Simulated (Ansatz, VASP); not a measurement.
**MgO: VASP beside Ansatz**

The input POSCAR:

```
MgO
1.0
    0.0000000000      2.1021680256      2.1021680256
    2.1021680256      0.0000000000      2.1021680256
    2.1021680256      2.1021680256      0.0000000000
Mg O
1 1
Direct
    0.0000000000      0.0000000000      0.0000000000
    0.5000000000      0.5000000000      0.5000000000
```

INCAR.step1

```
SYSTEM = MgO
PREC = Accurate
ENCUT = 920
ISMEAR = 0
SIGMA = 0.01
LREAL = .False.
LASPH = .True.
NELM = 120
NBANDS = 15
GGA = PE
ALGO = Normal
EDIFF = 1E-5
LWAVE = .True.
LCHARG = .False.
GGA_COMPAT = .False.
```

INCAR.step2

```
SYSTEM = MgO
PREC = Accurate
ENCUT = 920
EDIFF = 1E-6
ISMEAR = 0
SIGMA = 0.01
LREAL = .False.
LASPH = .True.
NELM = 120
ALGO = Normal
ISIF = 2
LWAVE = .False.
LCHARG = .False.
METAGGA = R2SCAN
LMIXTAU = .True.
NBANDS = 15
ISTART = 1
GGA_COMPAT = .False.
```

The input KPOINTS:

```
Automatic mesh
0
Gamma
  8 8 8
  0 0 0
```

Input for Ansatz:

```yaml
crystal:
  lattice:
    - [0.0, 2.1021680256, 2.1021680256]
    - [2.1021680256, 0.0, 2.1021680256]
    - [2.1021680256, 2.1021680256, 0.0]
  atoms:
    - { symbol: Mg, position: [0.0, 0.0, 0.0] }
    - { symbol: O, position: [0.5, 0.5, 0.5] }
kpoints:
  mp_grid: { grid: [8, 8, 8] }
hamiltonian:
  xc: r2scan
scf:
  occupations: { method: fixed }
  n_extra_bands: 4
output:
  forces: true
  stress: true
  eigenvalues: true
```

Alike in both runs: task single point; functional r2SCAN; k mesh 8 × 8 × 8; no spin polarisation.

|  | VASP | Ansatz |
| --- | --- | --- |
| version | VASP 6.6.1 | Ansatz 0.2.0 |
| potentials or method | VASP PAW PBE potentials, release 64 (Mg_sv, O) | plane waves, PAW |
| plane-wave cutoff (eV) | 920 | 500 |
| occupations | gaussian, width 0.01 eV | fixed |
| valence electrons in the cell | 16 | 16 |

|  | VASP | Ansatz | Ansatz less VASP |
| --- | --- | --- | --- |
| gap on the k mesh at the Fermi level (eV) | 5.70 | 5.68 | -0.016 |
| pressure (GPa) | 0.5 | 0.0 | -0.48 |

VASP's potentials were made for PBE, not for r2SCAN.
